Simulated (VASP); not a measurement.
Runs of VASP 6.6.1 on Cu. The structure is that of space group Fm-3m (No. 225), or close to it. The cells are those of the table. 

```tsv
cell	further INCAR settings	gap on the mesh (eV)	pressure (GPa)
a = 2.369, b = 2.558, c = 3.617 Å, 2 atoms	ALGO = Fast; EDIFF = 1e-06; NBANDS = 18	none	8.7
a = 2.469, b = 2.469, c = 3.658 Å, 2 atoms	ALGO = Fast; EDIFF = 1e-07; NBANDS = 18	none	(a)
a = 2.469, b = 2.532, c = 3.581 Å, 2 atoms	ALGO = Fast; EDIFF = 1e-06; NBANDS = 18	none	3.2
a = 2.469, b = 2.469, c = 3.606 Å, 2 atoms	ALGO = Fast; EDIFF = 1e-07; NBANDS = 18	none	6.0
a = 2.419, b = 2.513, c = 3.667 Å, 2 atoms	ALGO = Fast; EDIFF = 1e-06; NBANDS = 18	none	4.4
a = 2.469, b = 2.518, c = 3.612 Å, 2 atoms	ALGO = Fast; EDIFF = 1e-07; NBANDS = 18	none	2.2
a = 2.419, b = 2.419, c = 3.649 Å, 2 atoms	ALGO = Fast; EDIFF = 1e-06; NBANDS = 18	none	(b)
a = 2.520, b = 2.520, c = 3.563 Å, 2 atoms	ALGO = Fast; EDIFF = 1e-06; NBANDS = 18	none	(c)
```

Alike in all rows: task single point; level PBEsol; potentials or basis VASP PAW PBE potentials, release 64 (Cu); no spin polarisation; k mesh 20 × 20 × 14; cutoff (eV) 520; smearing gaussian 0.1 eV.

Question: Fill in the values left out.

Answer: (a) 3.3; (b) 13.3; (c) 1.2.

Caveats: the PAW data sets were made with another functional, which shifts forces and pressure a little; the cell stands under pressure (at least some runs).

A gap of «none» marks levels without a gap at the run's occupations.
